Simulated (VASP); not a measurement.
# TiB2 (P6/mmm) in VASP: notebook

The runs below take TiB2 through single point, with r2SCAN.

All numbers are computed with VASP 6.6.1; they aren't measurements. Logs are shortened: lines on timing, memory, paths and dates and some standing lists are left out, and cuts for length are marked.

### Step 1. The cell of the first run

The structure is hexagonal, space group P6/mmm (No. 191). The conventional cell has a = 3.029 Å, b = 3.029 Å, c = 3.228 Å, α = 90.00°, β = 90.00°, γ = 120.00°. Within 3.1 Å of Ti (site symmetry 6/mmm) lie 12 B at 2.38 Å and 6 Ti at 3.03 Å. Within 2.4 Å of B (site symmetry -6m2) lie 3 B at 1.75 Å and 6 Ti at 2.38 Å.

### Step 2. Single point, r2SCAN

Input file POSCAR:

```
TiB2
1.0
    3.0292000000      0.0000000000      0.0000000000
   -1.5146000000      2.6233640000      0.0000000000
    0.0000000000      0.0000000000      3.2284000000
Ti B
1 2
Direct
    0.0000000000      0.0000000000      0.0000000000
    0.3333333333      0.6666666667      0.5000000000
    0.6666666667      0.3333333333      0.5000000000
```

Input file INCAR.step1:

```
PREC     = Accurate       # precision mode
ENCUT    = 550            # plane-wave cutoff, eV
ISMEAR   = 1              # smearing method
SIGMA    = 0.25           # smearing width, eV
LREAL    = F              # projectors in reciprocal space
LASPH    = T              # aspherical terms in the spheres
NELM     = 120            # most SCF steps
NBANDS   = 16             # bands
GGA      = PE             # functional
ALGO     = Normal         # electronic algorithm
EDIFF    = 1E-5           # SCF threshold, eV
LWAVE    = T              # write WAVECAR
LCHARG   = F              # write CHGCAR
GGA_COMPAT= F
```

Input file INCAR.step2:

```
PREC     = Accurate       # precision mode
ENCUT    = 550            # plane-wave cutoff, eV
EDIFF    = 1E-6           # SCF threshold, eV
ISMEAR   = 1              # smearing method
SIGMA    = 0.25           # smearing width, eV
LREAL    = F              # projectors in reciprocal space
LASPH    = T              # aspherical terms in the spheres
NELM     = 120            # most SCF steps
ALGO     = Normal         # electronic algorithm
ISIF     = 2              # what is computed and relaxed
LWAVE    = F              # write WAVECAR
LCHARG   = T              # write CHGCAR
METAGGA  = R2SCAN         # meta-GGA
LMIXTAU  = T            
LELF     = T              # ELF
LVHAR    = T            
NBANDS   = 16             # bands
ISTART   = 1            
GGA_COMPAT= F
```

Input file KPOINTS:

```
regular mesh
0
Gamma
  10 10 9
```

Potentials or basis: VASP PAW PBE potentials, release 64 (Ti_sv, B).

Command:

```
> cat potpaw_PBE.64/Ti_sv/POTCAR potpaw_PBE.64/B/POTCAR > POTCAR
> cp INCAR.step1 INCAR
> mpirun -np 1 vasp_std > vasp.out
> cp INCAR.step2 INCAR
> mpirun -np 1 vasp_std > vasp.out
```

OUTCAR:

```text
PREC = Accurate
   ENCUT = 550
   EDIFF = 1E-6
   ISMEAR = 1
   LREAL = F
   LASPH = T
   NELM = 120
   ISIF = 2
   METAGGA = R2SCAN
   ISTART = 1

 ion  position               nearest neighbor table
   1  0.000  0.000  0.000-   2 2.38   2 2.38   3 2.38   3 2.38   2 2.38   3 2.38   2 2.38   3 2.38
                             3 2.38   3 2.38   2 2.38   2 2.38
   2  0.333  0.667  0.500-   3 1.75   3 1.75   3 1.75   1 2.38   1 2.38   1 2.38   1 2.38   1 2.38
                             1 2.38
   3  0.667  0.333  0.500-   2 1.75   2 1.75   2 1.75   1 2.38   1 2.38   1 2.38   1 2.38   1 2.38
                             1 2.38

  LATTYP: Found a hexagonal cell.
 ALAT       =     3.0292000000
 C/A-ratio  =     1.0657599366

  Lattice vectors:

 A1 = (   3.0292000000,   0.0000000000,   0.0000000000)
 A2 = (  -1.5146000000,   2.6233640000,   0.0000000000)
 A3 = (   0.0000000000,   0.0000000000,   3.2284000000)

Analysis of symmetry for initial positions (statically):
=====================================================================
 Subroutine PRICEL returns:
 Original cell was already a primitive cell.

 Routine SETGRP: Setting up the symmetry group for a
 hexagonal supercell.

 Subroutine GETGRP returns: Found 24 space group operations
 (whereof 24 operations were pure point group operations)
 out of a pool of 24 trial point group operations.

The static configuration has the point symmetry D_6h.

Analysis of symmetry for dynamics (positions and initial velocities):
=====================================================================
 Subroutine PRICEL returns:
 Original cell was already a primitive cell.

 Routine SETGRP: Setting up the symmetry group for a
 hexagonal supercell.

 Subroutine GETGRP returns: Found 24 space group operations
 (whereof 24 operations were pure point group operations)
 out of a pool of 24 trial point group operations.

The dynamic configuration has the point symmetry D_6h.

 Subroutine INISYM returns: Found 24 space group operations
 (whereof 24 operations are pure point group operations),
 and found     1 'primitive' translations

----------------------------------------------------------------------------------------

                                     Primitive cell

  volume of cell :      25.6551

  direct lattice vectors                    reciprocal lattice vectors
     3.029200000  0.000000000  0.000000000     0.330120164  0.190594977  0.000000000
    -1.514600000  2.623364000  0.000000000     0.000000000  0.381189953  0.000000000
[... 91 lines left out ...]
   IBRION =     -1    ionic relax: 0-MD 1-quasi-New 2-CG
   NFREE  =      0    steps in history (QN), initial steepest desc. (CG)
   ISIF   =      2    stress and relaxation
   ISYM   =      2    0-nonsym 1-usesym 2-fastsym
   POTIM  = 0.5000    time-step for ionic-motion
   TEBEG  =    0.0;   TEEND  =   0.0 temperature during run
   PSTRESS=    0.0 pullay stress
   NELECT =      18.0000    total number of electrons
   NUPDOWN=      -1.0000    fix difference up-down
   EMIN   =  10.00;   EMAX   =-10.00  energy-range for DOS
   EFERMI =   0.00;   METHOD = LEGACY
   ISMEAR =     1;   SIGMA  =   0.25  broadening in eV -4-tet -1-fermi 0-gaus
   EFERMI_NEDOS =   21; number of points for ismear=-14 and -15
   IALGO  =     38    algorithm
   IMIX   =      4    mixing-type and parameters
     AMIX     =   0.40;   BMIX     =  1.00
     AMIX_MAG =   1.60;   BMIX_MAG =  1.00
  volume/ion in A,a.u.               =       8.55        57.71
  Fermi-wavevector in a.u.,A,eV,Ry     =   1.454703  2.748990 28.792123  2.116161
  Thomas-Fermi vector in A             =   2.571823
   LORBIT       =      0    0 simple, 1 ext, 2 COOP (PROOUT), +10 PAW based schemes
   METAGGA = R2SCAN    functional components
   LHFCALC =     F    Hartree Fock is set to
   AEXX    =    0.0000 exact exchange contribution
   IVDW    =     0    specifies the selected vdW correction
   LEPSILON=     F    determine dielectric tensor
   LRPA    =     F    only Hartree local field effects (RPA)
 non-spin polarized calculation
 Methfessel and Paxton  Order N= 1 SIGMA  =   0.25
  energy-cutoff  :      550.00
  volume of cell :       25.66
 maximum number of plane-waves:       764
 NGX is ok and might be reduce to    24
   NGX = 11   NGY = 11   NGZ = 13

 number of electron      18.0000002 magnetization

 Free energy of the ion-electron system (eV)
  ---------------------------------------------------
  ext. energy  EPLUGINS =         0.00000000
  ---------------------------------------------------
  free energy    TOTEN  =       -30.97035127 eV

  energy without entropy =      -30.96909589  energy(sigma->0) =      -30.96993281

 E-fermi :  10.0707     XC(G=0): -13.7432

 val. band max:        9.9881500347   @ k =   0.2000   0.2000   0.1111
 cond. band min:      10.0798168671   @ k =   0.1000  -0.0000   0.3333
 fundamental gap:      0.0916668324
 Fermi energy:        10.0707115375

 k-point     1 :       0.0000    0.0000    0.0000
  band No.  band energies     occupation
      1     -49.2541      2.00000
      2     -24.5644      2.00000
      3     -24.2425      2.00000
      4     -24.2425      2.00000
      5      -4.3381      2.00000
      6       7.3732      2.00000
[... 433 lines left out ...]
      3     -24.5116      2.00000
      4     -24.3597      2.00000
      5      -0.4664      2.00000
      6       1.0989      2.00000
[... 8 lines left out ...]
     15      19.0497      0.00000
     16      19.8375      0.00000

 [... further k-points ...]

------------------------ aborting loop because EDIFF is reached ----------------------------------------

  FORCE on cell =-STRESS in cart. coord.  units (eV):
  Direction    XX          YY          ZZ          XY          YZ          ZX
  --------------------------------------------------------------------------------------
  -------------------------------------------------------------------------------------
  Total       -0.0996637     -0.0996637      0.0248202      0.0000000      0.0000000     -0.0000000
  in kB       -6.2240622     -6.2240615      1.5500369      0.0000000      0.0000000     -0.0000000
  external PRESSURE =      -3.6326956 kB  Pullay stress =       0.0000000 kB

 VOLUME and BASIS-vectors are now :
 -----------------------------------------------------------------------------
  energy-cutoff  :      550.00
  volume of cell :       25.66
      direct lattice vectors                 reciprocal lattice vectors
     3.029200000  0.000000000  0.000000000     0.330120164  0.190594977  0.000000000
    -1.514600000  2.623364000  0.000000000     0.000000000  0.381189953  0.000000000
     0.000000000  0.000000000  3.228400000     0.000000000  0.000000000  0.309750960

 POSITION                                       TOTAL-FORCE (eV/Angst)
 -----------------------------------------------------------------------------------
      0.00000      0.00000      0.00000        -0.000000      0.000000      0.000000
     -0.00000      1.74891      1.61420         0.000000      0.000000      0.000000
      1.51460      0.87445      1.61420        -0.000000     -0.000000      0.000000
 -----------------------------------------------------------------------------------
    total drift:                               -0.000000      0.000000     -0.000000

  FREE ENERGIE OF THE ION-ELECTRON SYSTEM (eV)
  ---------------------------------------------------
  free  energy   TOTEN  =       -30.9703512745 eV

  energy  without entropy=      -30.9690958904  energy(sigma->0) =      -30.96993281
```

It took 1.9 min on 1 thread of Intel Xeon Platinum 8488C (Sapphire Rapids), shared host; peak memory 0.16 GiB.

Results:

- Free energy: -30.9704 eV
- Pressure: -0.4 GPa
- Band gap on the k mesh: zero (bands 9 and 10 overlap by 0.35 eV)

Caveat: the PAW data sets were made with another functional, which shifts forces and pressure a little.

### Step 3. Single point, r2SCAN

POSCAR is that of step 2.

Input file INCAR.step1:

```
SYSTEM = TiB2
  ALGO = Normal
  EDIFF = 1E-5
  ENCUT = 550
  GGA = PE
  GGA_COMPAT = .False.
  ISMEAR = 1
  LASPH = .True.
  LCHARG = .False.
  LREAL = .False.
  LWAVE = .True.
  NBANDS = 16
  NELM = 120
  PREC = Accurate
  SIGMA = 0.15
```

Input file INCAR.step2:

```
SYSTEM = TiB2
  ALGO = Normal
  EDIFF = 1E-6
  ENCUT = 550
  GGA_COMPAT = .False.
  ISIF = 2
  ISMEAR = 1
  ISTART = 1
  LASPH = .True.
  LCHARG = .True.
  LELF = .True.
  LMIXTAU = .True.
  LREAL = .False.
  LVHAR = .True.
  LWAVE = .False.
  METAGGA = R2SCAN
  NBANDS = 16
  NELM = 120
  PREC = Accurate
  SIGMA = 0.15
```

Input file KPOINTS:

```
k-points
0
Gamma
  10 10 9
  0 0 0
```

Potentials or basis: VASP PAW PBE potentials, release 64 (Ti_sv, B).

Command:

```
> cat potpaw_PBE.64/Ti_sv/POTCAR potpaw_PBE.64/B/POTCAR > POTCAR
> cp INCAR.step1 INCAR
> mpirun -np 1 vasp_std > vasp.out
> cp INCAR.step2 INCAR
> mpirun -np 1 vasp_std > vasp.out
```

OUTCAR:

```text
SYSTEM = TiB2
   EDIFF = 1E-6
   ENCUT = 550
   ISIF = 2
   ISMEAR = 1
   ISTART = 1
   LASPH = .True.
   LREAL = .False.
   METAGGA = R2SCAN
   NELM = 120
   PREC = Accurate

 ion  position               nearest neighbor table
   1  0.000  0.000  0.000-   2 2.38   2 2.38   3 2.38   3 2.38   2 2.38   3 2.38   2 2.38   3 2.38
                             3 2.38   3 2.38   2 2.38   2 2.38
   2  0.333  0.667  0.500-   3 1.75   3 1.75   3 1.75   1 2.38   1 2.38   1 2.38   1 2.38   1 2.38
                             1 2.38
   3  0.667  0.333  0.500-   2 1.75   2 1.75   2 1.75   1 2.38   1 2.38   1 2.38   1 2.38   1 2.38
                             1 2.38

  LATTYP: Found a hexagonal cell.
 ALAT       =     3.0292000000
 C/A-ratio  =     1.0657599366

  Lattice vectors:

 A1 = (   3.0292000000,   0.0000000000,   0.0000000000)
 A2 = (  -1.5146000000,   2.6233640000,   0.0000000000)
 A3 = (   0.0000000000,   0.0000000000,   3.2284000000)

Analysis of symmetry for initial positions (statically):
=====================================================================
 Subroutine PRICEL returns:
 Original cell was already a primitive cell.

 Routine SETGRP: Setting up the symmetry group for a
 hexagonal supercell.

 Subroutine GETGRP returns: Found 24 space group operations
 (whereof 24 operations were pure point group operations)
 out of a pool of 24 trial point group operations.

The static configuration has the point symmetry D_6h.

Analysis of symmetry for dynamics (positions and initial velocities):
=====================================================================
 Subroutine PRICEL returns:
 Original cell was already a primitive cell.

 Routine SETGRP: Setting up the symmetry group for a
[... 123 lines left out ...]
   ISMEAR =     1;   SIGMA  =   0.15  broadening in eV -4-tet -1-fermi 0-gaus
   EFERMI_NEDOS =   21; number of points for ismear=-14 and -15
   IALGO  =     38    algorithm
   IMIX   =      4    mixing-type and parameters
     AMIX     =   0.40;   BMIX     =  1.00
     AMIX_MAG =   1.60;   BMIX_MAG =  1.00
  volume/ion in A,a.u.               =       8.55        57.71
  Fermi-wavevector in a.u.,A,eV,Ry     =   1.454703  2.748990 28.792123  2.116161
  Thomas-Fermi vector in A             =   2.571823
   LORBIT       =      0    0 simple, 1 ext, 2 COOP (PROOUT), +10 PAW based schemes
   METAGGA = R2SCAN    functional components
   LHFCALC =     F    Hartree Fock is set to
   AEXX    =    0.0000 exact exchange contribution
   IVDW    =     0    specifies the selected vdW correction
   LEPSILON=     F    determine dielectric tensor
   LRPA    =     F    only Hartree local field effects (RPA)
 non-spin polarized calculation
 Methfessel and Paxton  Order N= 1 SIGMA  =   0.15
  energy-cutoff  :      550.00
  volume of cell :       25.66
 maximum number of plane-waves:       764
 NGX is ok and might be reduce to    24
   NGX = 11   NGY = 11   NGZ = 13

 number of electron      18.0000002 magnetization

 Free energy of the ion-electron system (eV)
  ---------------------------------------------------
  ext. energy  EPLUGINS =         0.00000000
  ---------------------------------------------------
  free energy    TOTEN  =       -30.96986234 eV

  energy without entropy =      -30.96895188  energy(sigma->0) =      -30.96955886

 E-fermi :  10.0690     XC(G=0): -13.7432

 val. band max:        9.9882193176   @ k =   0.2000   0.2000   0.1111
 cond. band min:      10.0796915243   @ k =   0.1000  -0.0000   0.3333
 fundamental gap:      0.0914722068
 Fermi energy:        10.0689563312

 k-point     1 :       0.0000    0.0000    0.0000
  band No.  band energies     occupation
      1     -49.2543      2.00000
      2     -24.5626      2.00000
      3     -24.2437      2.00000
      4     -24.2437      2.00000
      5      -4.3377      2.00000
      6       7.3731      2.00000
[... 433 lines left out ...]
      3     -24.5098      2.00000
      4     -24.3608      2.00000
      5      -0.4660      2.00000
      6       1.0993      2.00000
[... 8 lines left out ...]
     15      19.0499      0.00000
     16      19.8371      0.00000

 [... further k-points ...]

------------------------ aborting loop because EDIFF is reached ----------------------------------------

  FORCE on cell =-STRESS in cart. coord.  units (eV):
  Direction    XX          YY          ZZ          XY          YZ          ZX
  --------------------------------------------------------------------------------------
  -------------------------------------------------------------------------------------
  Total       -0.0996715     -0.0996715      0.0258954      0.0000000     -0.0000000     -0.0000000
  in kB       -6.2245455     -6.2245447      1.6171864      0.0000000     -0.0000000     -0.0000000
  external PRESSURE =      -3.6106346 kB  Pullay stress =       0.0000000 kB

 VOLUME and BASIS-vectors are now :
 -----------------------------------------------------------------------------
  energy-cutoff  :      550.00
  volume of cell :       25.66
      direct lattice vectors                 reciprocal lattice vectors
     3.029200000  0.000000000  0.000000000     0.330120164  0.190594977  0.000000000
    -1.514600000  2.623364000  0.000000000     0.000000000  0.381189953  0.000000000
     0.000000000  0.000000000  3.228400000     0.000000000  0.000000000  0.309750960

 POSITION                                       TOTAL-FORCE (eV/Angst)
 -----------------------------------------------------------------------------------
      0.00000      0.00000      0.00000        -0.000000      0.000000      0.000000
     -0.00000      1.74891      1.61420         0.000000     -0.000000      0.000000
      1.51460      0.87445      1.61420        -0.000000     -0.000000      0.000000
 -----------------------------------------------------------------------------------
    total drift:                               -0.000000      0.000000     -0.000000

  FREE ENERGIE OF THE ION-ELECTRON SYSTEM (eV)
  ---------------------------------------------------
  free  energy   TOTEN  =       -30.9698623436 eV

  energy  without entropy=      -30.9689518781  energy(sigma->0) =      -30.96955886
```

Wall time 1.7 min (1 thread of Intel Xeon Platinum 8488C (Sapphire Rapids), shared host); peak memory 0.17 GiB.

What came out:

```
Free energy            : -30.9699 eV
Pressure               : -0.4 GPa
Band gap on the k mesh : zero (bands 9 and 10 overlap by 0.35 eV)
```

Caveat: the PAW data sets were made with another functional, which shifts forces and pressure a little.

[end of part 1 of 2]
